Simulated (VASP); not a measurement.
# Al (Fd-3m) in VASP: notebook

Al is run at these levels: PBEsol; tasks: relaxation of cell and atoms.

Everything below comes from runs of VASP 6.6.1. Logs are shortened: lines on timing, memory, paths and dates and some standing lists are left out, and cuts for length are marked.

## (1) The cell of the first run

Symmetry: Fd-3m, No. 227, cubic system. Conventional cell: a = 5.570 Å, b = 5.570 Å, c = 5.570 Å, α = 90.00°, β = 90.00°, γ = 90.00°. Al (site symmetry -43m) has 4 Al at 2.41 Å within 3.2 Å.

## (2) Relaxation of cell and atoms, PBEsol, target pressure 20 GPa, at which the enthalpy is minimised

Contents of INCAR:

```
PREC = Accurate ; ENCUT = 600
EDIFF = 1E-6 ; ISMEAR = -1
SIGMA = 0.05 ; LREAL = F
LASPH = T ; NELM = 60
ALGO = Normal ; ISIF = 3
LWAVE = F ; LCHARG = F
GGA = PS ; IBRION = 2
NSW = 60 ; EDIFFG = -0.03
PSTRESS = 200.0
```

Contents of KPOINTS:

```
regular mesh
0
Gamma
  8 8 8
```

Contents of POSCAR:

```
Al
1.0
    0.0000000000      2.7850000000      2.7850000000
    2.7850000000      0.0000000000      2.7850000000
    2.7850000000      2.7850000000      0.0000000000
Al
2
Direct
    0.0000000000      0.0000000000      0.0000000000
    0.2500000000      0.2500000000      0.2500000000
```

Potentials or basis: VASP PAW PBE potentials, release 64 (Al).

The run is started by

```console
$ cat potpaw_PBE.64/Al/POTCAR > POTCAR
$ mpirun -np 1 vasp_std > vasp.out
```

OUTCAR:

```text
PREC = Accurate
   ENCUT = 600
   EDIFF = 1E-6
   ISMEAR = -1
   LREAL = F
   LASPH = T
   NELM = 60
   ISIF = 3
   GGA = PS
   IBRION = 2
   NSW = 60
   EDIFFG = -0.03
   PSTRESS = 200.0

 ion  position               nearest neighbor table
   1  0.000  0.000  0.000-   2 2.41   2 2.41   2 2.41   2 2.41
   2  0.250  0.250  0.250-   1 2.41   1 2.41   1 2.41   1 2.41

  LATTYP: Found a face centered cubic cell.
 ALAT       =     5.5700000000

  Lattice vectors:

 A1 = (   0.0000000000,   2.7850000000,   2.7850000000)
 A2 = (   2.7850000000,   0.0000000000,   2.7850000000)
 A3 = (   2.7850000000,   2.7850000000,   0.0000000000)

Analysis of symmetry for initial positions (statically):
=====================================================================
 Subroutine PRICEL returns:
 Original cell was already a primitive cell.

 Routine SETGRP: Setting up the symmetry group for a
 face centered cubic supercell.

 Subroutine GETGRP returns: Found 48 space group operations
 (whereof 24 operations were pure point group operations)
 out of a pool of 48 trial point group operations.

The static configuration has the point symmetry T_d .
 The point group associated with its full space group is O_h .

Analysis of symmetry for dynamics (positions and initial velocities):
=====================================================================
 Subroutine PRICEL returns:
 Original cell was already a primitive cell.

 Routine SETGRP: Setting up the symmetry group for a
 face centered cubic supercell.

 Subroutine GETGRP returns: Found 48 space group operations
 (whereof 24 operations were pure point group operations)
 out of a pool of 48 trial point group operations.

The dynamic configuration has the point symmetry T_d .
 The point group associated with its full space group is O_h .

 Subroutine INISYM returns: Found 48 space group operations
 (whereof 24 operations are pure point group operations),
 and found     1 'primitive' translations

----------------------------------------------------------------------------------------

                                     Primitive cell

  volume of cell :      43.2022

  direct lattice vectors                    reciprocal lattice vectors
     0.000000000  2.785000000  2.785000000    -0.179533214  0.179533214  0.179533214
     2.785000000  0.000000000  2.785000000     0.179533214 -0.179533214  0.179533214
     2.785000000  2.785000000  0.000000000     0.179533214  0.179533214 -0.179533214

  length of vectors
     3.938584771  3.938584771  3.938584771     0.310960648  0.310960648  0.310960648

  position of ions in fractional coordinates (direct lattice)
     0.000000000  0.000000000  0.000000000
     0.250000000  0.250000000  0.250000000

  ion indices of the primitive-cell ions
   primitive index   ion index
                 1           1
                 2           2

----------------------------------------------------------------------------------------

 KPOINTS: regular mesh

Automatic generation of k-mesh.
 Grid dimensions read from file:
 generate k-points for:    8    8    8

 Generating k-lattice:

  Cartesian coordinates                     Fractional coordinates (reciprocal lattice)
    -0.022441652  0.022441652  0.022441652     0.125000000  0.000000000  0.000000000
     0.022441652 -0.022441652  0.022441652     0.000000000  0.125000000  0.000000000
     0.022441652  0.022441652 -0.022441652     0.000000000  0.000000000  0.125000000

  Length of vectors
     0.038870081  0.038870081  0.038870081

  Shift w.r.t. Gamma in fractional coordinates (k-lattice)
     0.000000000  0.000000000  0.000000000

 Subroutine IBZKPT returns following result:
 ===========================================

 Found     29 irreducible k-points:

 Following reciprocal coordinates:
            Coordinates               Weight
  0.000000  0.000000  0.000000      1.000000
  0.125000  0.000000  0.000000      8.000000
  0.250000  0.000000  0.000000      8.000000
  0.375000  0.000000  0.000000      8.000000
  0.500000  0.000000  0.000000      4.000000
  0.125000  0.125000  0.000000      6.000000
[... 16 lines left out ...]
  0.500000  0.250000  0.125000     48.000000
 -0.375000  0.250000  0.125000     24.000000
 [... further k-points ...]
   k-points           NKPTS =     29   k-points in BZ     NKDIM =     29   number of bands    NBANDS=      7
   number of dos      NEDOS =    301   number of ions     NIONS =      2
   total plane-waves  NPLWV =  32768
   dimension x,y,z NGX =    32 NGY =   32 NGZ =   32
   dimension x,y,z NGXF=    64 NGYF=   64 NGZF=   64
   ions per type =               2
   NGX,Y,Z   is equivalent  to a cutoff of  13.51, 13.51, 13.51 a.u.
   NGXF,Y,Z  is equivalent  to a cutoff of  27.01, 27.01, 27.01 a.u.
 SYSTEM =  unknown system
   PREC   = accura    normal or accurate (medium, high low for compatibility)
   ISTART =      0    job   : 0-new  1-cont  2-samecut
   ICHARG =      2    charge: 1-file 2-atom 10-const
   ISPIN  =      1    spin polarized calculation?
   LNONCOLLINEAR =      F non collinear calculations
   LSORBIT =      F    spin-orbit coupling
   LASPH  =      T    aspherical Exc in radial PAW
   ENCUT  =  600.0 eV  44.10 Ry    6.64 a.u.   7.87  7.87  7.87*2*pi/ulx,y,z
   NELM   =     60;   NELMIN=  2; NELMDL= -5     # of ELM steps
   EDIFF  = 0.1E-05   stopping-criterion for ELM
   LREAL  =      F    real-space projection
   EDIFFG = -.3E-01   stopping-criterion for IOM
   NSW    =     60    number of steps for IOM
   IBRION =      2    ionic relax: 0-MD 1-quasi-New 2-CG
   NFREE  =      1    steps in history (QN), initial steepest desc. (CG)
   ISIF   =      3    stress and relaxation
   ISYM   =      2    0-nonsym 1-usesym 2-fastsym
   POTIM  = 0.5000    time-step for ionic-motion
   TEBEG  =    0.0;   TEEND  =   0.0 temperature during run
   PSTRESS=  200.0 pullay stress
   NELECT =       6.0000    total number of electrons
   NUPDOWN=      -1.0000    fix difference up-down
   EMIN   =  10.00;   EMAX   =-10.00  energy-range for DOS
   EFERMI =   0.00;   METHOD = LEGACY
   ISMEAR =    -1;   SIGMA  =   0.05  broadening in eV -4-tet -1-fermi 0-gaus
   EFERMI_NEDOS =   21; number of points for ismear=-14 and -15
   IALGO  =     38    algorithm
   IMIX   =      4    mixing-type and parameters
     AMIX     =   0.40;   BMIX     =  1.00
     AMIX_MAG =   1.60;   BMIX_MAG =  1.00
  volume/ion in A,a.u.               =      21.60       145.77
  Fermi-wavevector in a.u.,A,eV,Ry     =   0.847793  1.602097  9.779238  0.718754
  Thomas-Fermi vector in A             =   1.963355
   LORBIT       =      0    0 simple, 1 ext, 2 COOP (PROOUT), +10 PAW based schemes
   GGA     = PS    functional components
   LHFCALC =     F    Hartree Fock is set to
   AEXX    =    0.0000 exact exchange contribution
   IVDW    =     0    specifies the selected vdW correction
   LEPSILON=     F    determine dielectric tensor
   LRPA    =     F    only Hartree local field effects (RPA)
 conjugate gradient relaxation of ions
 non-spin polarized calculation
  energy-cutoff  :      600.00
  volume of cell :       43.20
 maximum number of plane-waves:      1459
   NGX = 15   NGY = 15   NGZ = 15

--------------------------------------- Ionic step        1  -------------------------------------------

 number of electron       6.0000000 magnetization

 Free energy of the ion-electron system (eV)
  ---------------------------------------------------
  ext. energy  EPLUGINS =         0.00000000
  ---------------------------------------------------
  free energy    TOTEN  =        -6.12374194 eV

  energy without entropy =       -6.10916186  energy(sigma->0) =       -6.11645190

------------------------ aborting loop because EDIFF is reached ----------------------------------------

  FORCE on cell =-STRESS in cart. coord.  units (eV):
  Direction    XX          YY          ZZ          XY          YZ          ZX
  --------------------------------------------------------------------------------------
  -------------------------------------------------------------------------------------
  Total        3.7343694      3.7343694      3.7343694     -0.0000000      0.0000000      0.0000000
  in kB      138.4912277    138.4912277    138.4912277     -0.0000000      0.0000000      0.0000000
  external PRESSURE =     -61.5087723 kB  Pullay stress =     200.0000000 kB
[... 61 lines left out ...]
  enthalpy is  TOTEN    =        -0.7331328027 eV   P V=        4.7712211424

--------------------------------------- Ionic step        3  -------------------------------------------

 number of electron       6.0000000 magnetization

 Free energy of the ion-electron system (eV)
  ---------------------------------------------------
  ext. energy  EPLUGINS =         0.00000000
  ---------------------------------------------------
  free energy    TOTEN  =        -5.85205742 eV

  energy without entropy =       -5.83769616  energy(sigma->0) =       -5.84487679

 E-fermi :   5.0950     XC(G=0):  -9.2952

 val. band max:        5.0724552054   @ k =  -0.3750   0.1250   0.0000
 cond. band min:       5.0959819445   @ k =  -0.3750   0.2500   0.1250
 fundamental gap:      0.0235267390
 Fermi energy:         5.0949756438

 k-point     1 :       0.0000    0.0000    0.0000
  band No.  band energies     occupation
      1      -4.3106      2.00000
      2       7.7526      0.00000
      3       7.7526      0.00000
      4       7.7526      0.00000
      5       9.5643      0.00000
      6       9.5643      0.00000
      7       9.5643      0.00000
[... 221 lines left out ...]
 k-point    24 :      -0.3750    0.2500    0.1250
  band No.  band energies     occupation
      1      -0.9617      2.00000
      2       0.6864      2.00000
      3       3.9806      2.00000
      4       5.0960      0.98994
      5       9.4855      0.00000
      6      10.1750      0.00000
      7      12.7349      0.00000

 [... further k-points ...]
[... 5 lines left out ...]
  --------------------------------------------------------------------------------------
  -------------------------------------------------------------------------------------
  Total        5.0533013      5.0533013      5.0533013     -0.0000000     -0.0000000     -0.0000000
  in kB      199.3898984    199.3898984    199.3898984     -0.0000000     -0.0000000     -0.0000000
  external PRESSURE =      -0.6101016 kB  Pullay stress =     200.0000000 kB
[... 17 lines left out ...]
  FREE ENERGIE OF THE ION-ELECTRON SYSTEM (eV)
  ---------------------------------------------------
  free  energy   TOTEN  =        -5.8520574157 eV

  energy  without entropy=       -5.8376961556  energy(sigma->0) =       -5.84487679

  enthalpy is  TOTEN    =        -0.7832938583 eV   P V=        5.0687635574

 reached required accuracy - stopping structural energy minimisation
```

Wall time 28 s (1 thread of Intel Xeon 8259CL, shared host); peak memory 0.17 GiB.

Results:

```
Free energy                                            : -5.8521 eV
Relaxed volume                                         : 20.30 Å³/atom
Relaxed cell                                           : a = 3.858 Å, b = 3.858 Å, c = 3.858 Å, α = 60.00°, β = 60.00°, γ = 60.00°
Space group after relaxing (to 0.05 Å)                 : Fd-3m (No. 227)
Energy change on relaxing (the enthalpy is what falls) : +135.8 meV/atom
Ionic steps                                            : 3
Pressure after relaxing                                : 19.9 GPa
Band gap on the k mesh                                 : zero (band 3 reaches 7.75 eV, above the bottom of band 4 at 2.93 eV)
```

The path:
```tsv
step	energy change (eV)	largest force (eV/Å)	pressure (GPa)	volume (Å³)
1	0.0000	0.0000	13.85	43.20
2	0.6194	0.0000	27.10	38.22
3	0.2717	0.0000	19.94	40.61
```

Final structure:
```
CELL_PARAMETERS angstrom
0.00000 2.72804 2.72804
2.72804 0.00000 2.72804
2.72804 2.72804 0.00000
ATOMIC_POSITIONS crystal
Al 0.00000 0.00000 0.00000
Al 0.25000 0.25000 0.25000
```

Caveat: the cell is relaxed towards a set pressure, so the enthalpy falls and the energy may rise; the PAW data sets were made with another functional, which shifts forces and pressure a little.

[end of part 1 of 3]
